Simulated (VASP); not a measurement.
# MnS (Fm-3m) in VASP: notebook

Runs on MnS. Level: PBEsol+U. Tasks: single point.

All numbers are computed with VASP 6.6.1; they aren't measurements. Logs are shortened: lines on timing, memory, paths and dates and some standing lists are left out, and cuts for length are marked.

### 1 The cell of the first run

It takes space group Fm-3m (No. 225, cubic). The conventional cell has a = 5.224 Å, b = 5.224 Å, c = 5.224 Å, α = 90.00°, β = 90.00°, γ = 90.00°. Within 3.4 Å of Mn (site symmetry m-3m) lie 6 S at 2.61 Å. S (site symmetry m-3m) has 6 Mn at 2.61 Å within 3.4 Å.

### 2 Single point, PBEsol+U, collinear spin, ferromagnetic start

Input file INCAR:

```
PREC = Accurate
ENCUT = 600
EDIFF = 1E-6
ISMEAR = 0
SIGMA = 0.05
LREAL = False
LASPH = True
NELM = 200
ALGO = Normal
ISIF = 2
LWAVE = False
LCHARG = True
ISPIN = 2
MAGMOM = 5 5 0 0
LORBIT = 11
LMAXMIX = 4
LDAU = True
LDAUTYPE = 1
LDAUL = 2 -1
LDAUU = 4 0
LDAUJ = 0.9 0
LDAUPRINT = 1
GGA = PS
LELF = True
LVHAR = True
NBANDS = 33
GGA_COMPAT = False
```

Input file KPOINTS:

```
regular mesh
0
Gamma
  6 6 6
```

Input file POSCAR:

```
MnS
1.0
    0.0000000000      2.6122498900      2.6122498900
    5.2244997800      2.6122498900      2.6122498900
    5.2244997800      5.2244997800      0.0000000000
Mn S
2 2
Direct
    0.0000000000      0.0000000000      0.0000000000
    0.0000000000      0.0000000000      0.5000000000
    0.5000000000      0.5000000000      0.0000000000
    0.5000000000      0.5000000000      0.5000000000
```

Potentials or basis: VASP PAW PBE potentials, release 64 (Mn_sv, S).

Launch:

```console
$ cat potpaw_PBE.64/Mn_sv/POTCAR potpaw_PBE.64/S/POTCAR > POTCAR
$ mpirun -np 1 vasp_std > vasp.out
```

OUTCAR:

```text
PREC = Accurate
   ENCUT = 600
   EDIFF = 1E-6
   ISMEAR = 0
   LREAL = False
   LASPH = True
   NELM = 200
   ISIF = 2
   ISPIN = 2
   LORBIT = 11
   GGA = PS

 ion  position               nearest neighbor table
   1  0.000  0.000  0.000-   4 2.61   3 2.61   4 2.61   3 2.61   4 2.61   4 2.61
   2  0.000  0.000  0.500-   3 2.61   3 2.61   4 2.61   4 2.61   3 2.61   3 2.61
   3  0.500  0.500  0.000-   2 2.61   1 2.61   2 2.61   1 2.61   2 2.61   2 2.61
   4  0.500  0.500  0.500-   1 2.61   1 2.61   2 2.61   2 2.61   1 2.61   1 2.61

  LATTYP: Found a simple tetragonal cell.
 ALAT       =     3.6942792227
 C/A-ratio  =     1.4142135624

  Lattice vectors:

 A1 = (   0.0000000000,  -2.6122498900,   2.6122498900)
 A2 = (   0.0000000000,  -2.6122498900,  -2.6122498900)
 A3 = (   5.2244997800,   0.0000000000,   0.0000000000)

Analysis of symmetry for initial positions (statically):
=====================================================================
 Subroutine PRICEL returns following result:

  LATTYP: Found a face centered cubic cell.
 ALAT       =     5.2244997800
[... 12 lines left out ...]
 Subroutine GETGRP returns: Found 16 space group operations
 (whereof 16 operations were pure point group operations)
 out of a pool of 16 trial point group operations.

The static configuration has the point symmetry D_4h.

Analysis of symmetry for dynamics (positions and initial velocities):
=====================================================================
 Subroutine PRICEL returns following result:

  LATTYP: Found a face centered cubic cell.
 ALAT       =     5.2244997800
[... 12 lines left out ...]
 Subroutine GETGRP returns: Found 16 space group operations
 (whereof 16 operations were pure point group operations)
 out of a pool of 16 trial point group operations.

The dynamic configuration has the point symmetry D_4h.

Analysis of structural, dynamic, and magnetic symmetry:
=====================================================================
 Subroutine PRICEL returns following result:

  LATTYP: Found a face centered cubic cell.
 ALAT       =     5.2244997800
[... 12 lines left out ...]
 Subroutine GETGRP returns: Found 16 space group operations
 (whereof 16 operations were pure point group operations)
 out of a pool of 16 trial point group operations.

The overall configuration has the point symmetry D_4h.

 Subroutine INISYM returns: Found 16 space group operations
 (whereof 16 operations are pure point group operations),
 and found     2 'primitive' translations

----------------------------------------------------------------------------------------

                                     Primitive cell

  volume of cell :      35.6512

  direct lattice vectors                    reciprocal lattice vectors
    -2.612249890  2.612249890 -0.000000000    -0.191405884  0.191405884 -0.191405884
    -2.612249890  0.000000000  2.612249890    -0.191405884 -0.191405884  0.191405884
     0.000000000  2.612249890  2.612249890     0.191405884  0.191405884  0.191405884

  length of vectors
     3.694279223  3.694279223  3.694279223     0.331524716  0.331524716  0.331524716

  position of ions in fractional coordinates (direct lattice)
[... 138 lines left out ...]
  0.0135 -0.0000  0.0000 -0.0000 -0.0000
 -0.0000  0.0134  0.0000  0.0000 -0.0000
  0.0000  0.0000  0.0657 -0.0000  0.0001
 -0.0000  0.0000 -0.0000  0.0135  0.0000
 -0.0000 -0.0000  0.0001  0.0000  0.0656

 occupancies and eigenvectors

  o =  0.0134  v =  0.0000  0.0000  0.0000  0.0000  0.0000  0.0000 -1.0000  0.0000  0.0000 -0.0000      0.0000  0.0000  0.0000  0.0000  0.0000  0.0000  0.0000  0.0000  0.0000  0.0000
  o =  0.0135  v =  0.0000  0.0000  0.0000  0.0000  0.0000  1.0000  0.0000  0.0000  0.0000  0.0000      0.0000  0.0000  0.0000  0.0000  0.0000  0.0000  0.0000  0.0000  0.0000  0.0000
  o =  0.0135  v =  0.0000  0.0000  0.0000  0.0000  0.0000  0.0000 -0.0000 -0.0000 -1.0000  0.0000      0.0000  0.0000  0.0000  0.0000  0.0000  0.0000  0.0000  0.0000  0.0000  0.0000
  o =  0.0656  v =  0.0000  0.0000  0.0000  0.0000  0.0000  0.0000  0.0000  0.5000 -0.0000 -0.8660      0.0000  0.0000  0.0000  0.0000  0.0000  0.0000  0.0000  0.0000  0.0000  0.0000
  o =  0.0657  v =  0.0000  0.0000  0.0000  0.0000  0.0000  0.0000 -0.0000 -0.8660 -0.0000 -0.5000      0.0000  0.0000  0.0000  0.0000  0.0000  0.0000  0.0000  0.0000  0.0000  0.0000
  o =  0.8960  v =  0.0000 -1.0000 -0.0000  0.0000  0.0000  0.0000  0.0000  0.0000  0.0000  0.0000      0.0000  0.0000  0.0000  0.0000  0.0000  0.0000  0.0000  0.0000  0.0000  0.0000
  o =  0.8960  v =  1.0000  0.0000  0.0000  0.0000  0.0000  0.0000  0.0000  0.0000  0.0000  0.0000      0.0000  0.0000  0.0000  0.0000  0.0000  0.0000  0.0000  0.0000  0.0000  0.0000
  o =  0.8960  v =  0.0000 -0.0000  0.0000 -1.0000 -0.0000  0.0000  0.0000  0.0000  0.0000  0.0000      0.0000  0.0000  0.0000  0.0000  0.0000  0.0000  0.0000  0.0000  0.0000  0.0000
  o =  0.9140  v =  0.0000 -0.0000  0.5000  0.0000 -0.8660  0.0000  0.0000  0.0000  0.0000  0.0000      0.0000  0.0000  0.0000  0.0000  0.0000  0.0000  0.0000  0.0000  0.0000  0.0000
  o =  0.9142  v =  0.0000  0.0000 -0.8660  0.0000 -0.5000  0.0000  0.0000  0.0000  0.0000  0.0000      0.0000  0.0000  0.0000  0.0000  0.0000  0.0000  0.0000  0.0000  0.0000  0.0000

atom =   2  type =  1  l = 2

 onsite density matrix

spin component  1

  0.8960  0.0000 -0.0000  0.0000  0.0000
  0.0000  0.8960  0.0000 -0.0000  0.0000
 -0.0000  0.0000  0.9141  0.0000  0.0001
  0.0000 -0.0000  0.0000  0.8960  0.0000
  0.0000  0.0000  0.0001  0.0000  0.9140

spin component  2

  0.0135 -0.0000  0.0000  0.0000 -0.0000
 -0.0000  0.0134 -0.0000  0.0000  0.0000
  0.0000 -0.0000  0.0657 -0.0000  0.0001
  0.0000  0.0000 -0.0000  0.0135  0.0000
 -0.0000  0.0000  0.0001  0.0000  0.0656

 occupancies and eigenvectors

  o =  0.0134  v =  0.0000  0.0000  0.0000  0.0000  0.0000  0.0000  1.0000 -0.0000 -0.0000 -0.0000      0.0000  0.0000  0.0000  0.0000  0.0000  0.0000  0.0000  0.0000  0.0000  0.0000
  o =  0.0135  v =  0.0000  0.0000  0.0000  0.0000  0.0000  0.0000 -0.0000 -0.0000 -1.0000 -0.0000      0.0000  0.0000  0.0000  0.0000  0.0000  0.0000  0.0000  0.0000  0.0000  0.0000
  o =  0.0135  v =  0.0000  0.0000  0.0000  0.0000  0.0000  1.0000  0.0000  0.0000  0.0000  0.0000      0.0000  0.0000  0.0000  0.0000  0.0000  0.0000  0.0000  0.0000  0.0000  0.0000
  o =  0.0656  v =  0.0000  0.0000  0.0000  0.0000  0.0000  0.0000 -0.0000 -0.5000 -0.0000  0.8660      0.0000  0.0000  0.0000  0.0000  0.0000  0.0000  0.0000  0.0000  0.0000  0.0000
  o =  0.0657  v =  0.0000  0.0000  0.0000  0.0000  0.0000  0.0000 -0.0000  0.8660 -0.0000  0.5000      0.0000  0.0000  0.0000  0.0000  0.0000  0.0000  0.0000  0.0000  0.0000  0.0000
  o =  0.8960  v =  0.0000 -1.0000  0.0000 -0.0000 -0.0000  0.0000  0.0000  0.0000  0.0000  0.0000      0.0000  0.0000  0.0000  0.0000  0.0000  0.0000  0.0000  0.0000  0.0000  0.0000
  o =  0.8960  v =  1.0000  0.0000  0.0000  0.0000  0.0000  0.0000  0.0000  0.0000  0.0000  0.0000      0.0000  0.0000  0.0000  0.0000  0.0000  0.0000  0.0000  0.0000  0.0000  0.0000
  o =  0.8960  v =  0.0000 -0.0000 -0.0000  1.0000  0.0000  0.0000  0.0000  0.0000  0.0000  0.0000      0.0000  0.0000  0.0000  0.0000  0.0000  0.0000  0.0000  0.0000  0.0000  0.0000
  o =  0.9140  v =  0.0000 -0.0000 -0.5000 -0.0000  0.8660  0.0000  0.0000  0.0000  0.0000  0.0000      0.0000  0.0000  0.0000  0.0000  0.0000  0.0000  0.0000  0.0000  0.0000  0.0000
  o =  0.9142  v =  0.0000  0.0000  0.8660 -0.0000  0.5000  0.0000  0.0000  0.0000  0.0000  0.0000      0.0000  0.0000  0.0000  0.0000  0.0000  0.0000  0.0000  0.0000  0.0000  0.0000

 number of electron      41.9999987 magnetization       9.9925764

 Free energy of the ion-electron system (eV)
  ---------------------------------------------------
  ext. energy  EPLUGINS =         0.00000000
  ---------------------------------------------------
  free energy    TOTEN  =       -27.58387952 eV

  energy without entropy =      -27.58347840  energy(sigma->0) =      -27.58367896

 E-fermi :   7.4963     XC(G=0): -10.7716

 val. band max:        7.4506763372   @ k =   0.5000   0.0000   0.0000
 cond. band min:       7.5180410320   @ k =   0.5000   0.5000   0.0000
 fundamental gap:      0.0673646949
 Fermi energy:         7.4963054066

 spin component 1

 k-point     1 :       0.0000    0.0000    0.0000
  band No.  band energies     occupation
      1     -74.2939      1.00000
      2     -74.2932      1.00000
      3     -43.1673      1.00000
      4     -43.1632      1.00000
      5     -43.1632      1.00000
      6     -43.1612      1.00000
[... 1721 lines left out ...]
     32      15.6735      0.00000
     33      16.6538      0.00000

 [... further k-points ...]

------------------------ aborting loop because EDIFF is reached ----------------------------------------

  FORCE on cell =-STRESS in cart. coord.  units (eV):
  Direction    XX          YY          ZZ          XY          YZ          ZX
  --------------------------------------------------------------------------------------
  -------------------------------------------------------------------------------------
  Total       -0.9958567     -0.9678740     -0.9678740     -0.0000000      0.0000000      0.0000000
  in kB      -22.3770733    -21.7482978    -21.7482978     -0.0000000      0.0000000      0.0000000
  external PRESSURE =     -21.9578896 kB  Pullay stress =       0.0000000 kB

 VOLUME and BASIS-vectors are now :
 -----------------------------------------------------------------------------
  energy-cutoff  :      600.00
  volume of cell :       71.30
      direct lattice vectors                 reciprocal lattice vectors
     0.000000000  2.612249890  2.612249890    -0.191405884  0.191405884  0.191405884
     5.224499780  2.612249890  2.612249890     0.191405884 -0.191405884  0.191405884
     5.224499780  5.224499780  0.000000000     0.000000000  0.191405884 -0.191405884

 POSITION                                       TOTAL-FORCE (eV/Angst)
 -----------------------------------------------------------------------------------
      0.00000      0.00000      0.00000        -0.000000      0.000000     -0.000000
      2.61225      2.61225      0.00000        -0.000000      0.000000     -0.000000
      2.61225      2.61225      2.61225        -0.000000     -0.000000      0.000000
      5.22450      5.22450      2.61225         0.000000      0.000000      0.000000
 -----------------------------------------------------------------------------------
    total drift:                                0.000000      0.000000      0.000000

  FREE ENERGIE OF THE ION-ELECTRON SYSTEM (eV)
  ---------------------------------------------------
  free  energy   TOTEN  =       -27.5838795227 eV

  energy  without entropy=      -27.5834784010  energy(sigma->0) =      -27.58367896

 total charge

# of ion       s       p       d       tot
------------------------------------------
    1        2.126   6.008   4.666  12.801
    2        2.126   6.008   4.666  12.801
    3        1.316   2.424   0.000   3.739
    4        1.316   2.424   0.000   3.739
--------------------------------------------------
tot          6.884  16.864   9.333  33.081

 magnetization (x)

# of ion       s       p       d       tot
------------------------------------------
    1        0.034   0.018   4.328   4.381
    2        0.034   0.018   4.328   4.381
    3        0.022   0.080   0.000   0.102
    4        0.022   0.080   0.000   0.102
--------------------------------------------------
tot          0.113   0.196   8.656   8.965
```

Wall time 8.4 min (1 thread of Intel Xeon Platinum 8259CL at 2.50GHz (Skylake/Cascade Lake), shared host); peak memory 0.45 GiB.

Results:

* Free energy: -27.5839 eV
* Pressure: -2.2 GPa
* Band gap on the k mesh: 0.07 eV
* Net moment: 9.99 μB per cell
* Site moments: Mn +4.38; S +0.10 μB
* Valence electrons inside the program's atomic spheres: Mn 12.80; S 3.74

Eigenvalues of the final occupation matrices:
```tsv
site	spin	trace	eigenvalues
site 1 d	1	4.52	0.90 0.90 0.90 0.91 0.91
site 1 d	2	0.17	0.01 0.01 0.01 0.07 0.07
site 2 d	1	4.52	0.90 0.90 0.90 0.91 0.91
site 2 d	2	0.17	0.01 0.01 0.01 0.07 0.07
```

Caveat: semilocal functionals underestimate gaps, and a narrow one can read as zero; the PAW data sets were made with another functional, which shifts forces and pressure a little; the run started ferromagnetic, and an antiferromagnetic order may lie lower in energy.

### 3 Single point, PBEsol+U, collinear spin, ferromagnetic start

Input file INCAR:

```
  PREC = Accurate
  ENCUT = 520
  EDIFF = 1E-6
  ISMEAR = 0
  SIGMA = 0.05
  LREAL = False
  LASPH = True
  NELM = 150
  ALGO = Normal
  ISIF = 2
  LWAVE = False
  LCHARG = True
  ISPIN = 2
  MAGMOM = 4.92 4.92 0.15 0.15
  LORBIT = 11
  LMAXMIX = 4
  LDAU = True
  LDAUTYPE = 1
  LDAUL = 2 -1
  LDAUU = 4 0
  LDAUJ = 0.9 0
  LDAUPRINT = 1
  GGA = PS
  LELF = True
  LVHAR = True
  NBANDS = 31
```

KPOINTS is that of step 2.

POSCAR is that of step 2.

Potentials or basis: VASP PAW PBE potentials, release 64 (Mn_pv, S).

Launch:

```console
$ cat potpaw_PBE.64/Mn_pv/POTCAR potpaw_PBE.64/S/POTCAR > POTCAR
$ mpirun -np 1 vasp_std > vasp.out
```

Run time: 3 min. Hardware: 1 thread of Intel Xeon Platinum 8488C (Sapphire Rapids), shared host; peak memory 0.37 GiB.

It converged, with:

```yaml
Free_energy: -27.8357 eV
Pressure: -1.0 GPa
Band_gap_on_the_k_mesh: 0.19 eV
Net_moment: 10.00 μB per cell
Site_moments: Mn +4.55; S +0.10 μB
Valence_electrons_inside_the_program's_atomic_spheres: Mn 11.28; S 3.74
```

Levels at points of the mesh, in eV from the valence-band top:
Spin up:
```tsv
k point	band 20	band 21	band 22	band 23	band 24	band 25	band 26	band 27	band 28	band 29
(0.00, 0.00, 0.00)	-3.23	-3.23	-1.57	-1.57	-1.57	0.82	1.71	5.11	8.40	8.40
(0.50, 0.00, 0.00)	-3.63	0.00	0.00	0.00	0.00	2.82	2.82	5.41	5.41	5.41
(0.50, 0.50, 0.00)	-3.58	-3.23	-3.23	-3.23	-3.23	0.82	0.82	5.11	5.11	10.18
(0.00, 0.00, 0.50)	-3.25	-2.72	-2.72	-0.20	-0.20	4.19	4.19	6.23	6.23	6.55
(0.50, 0.00, 0.50)	-3.58	-3.58	-3.58	-2.75	-2.75	4.08	4.08	6.65	6.65	7.10
(0.00, 0.50, 0.50)	-2.32	-2.14	-2.14	-2.14	-2.14	3.62	3.62	6.03	6.03	6.64
```
Spin down:
```tsv
k point	band 12	band 13	band 14	band 15	band 16	band 17
(0.00, 0.00, 0.00)	-1.33	-1.33	-1.33	0.19	1.61	1.61
(0.50, 0.00, 0.00)	-2.78	-2.78	-2.78	2.81	2.81	2.81
(0.50, 0.50, 0.00)	-2.88	-2.88	-2.88	0.19	0.19	2.11
(0.00, 0.00, 0.50)	-3.68	-2.73	-2.73	2.32	2.32	2.46
(0.50, 0.00, 0.50)	-4.45	-3.78	-3.78	2.23	2.23	2.34
(0.00, 0.50, 0.50)	-2.32	-2.32	-2.32	0.84	0.84	1.86
```

Eigenvalues of the final occupation matrices:
| site | spin | trace | eigenvalues |
| --- | --- | --- | --- |
| site 1 d | 1 | 4.69 | 0.93 0.93 0.93 0.95 0.95 |
| site 1 d | 2 | 0.22 | 0.02 0.02 0.02 0.08 0.08 |
| site 2 d | 1 | 4.69 | 0.93 0.93 0.93 0.95 0.95 |
| site 2 d | 2 | 0.22 | 0.02 0.02 0.02 0.08 0.08 |

Caveat: semilocal functionals underestimate gaps, and a narrow one can read as zero; the PAW data sets were made with another functional, which shifts forces and pressure a little; the run started ferromagnetic, and an antiferromagnetic order may lie lower in energy.

(Part 1 of 3 ends here.)
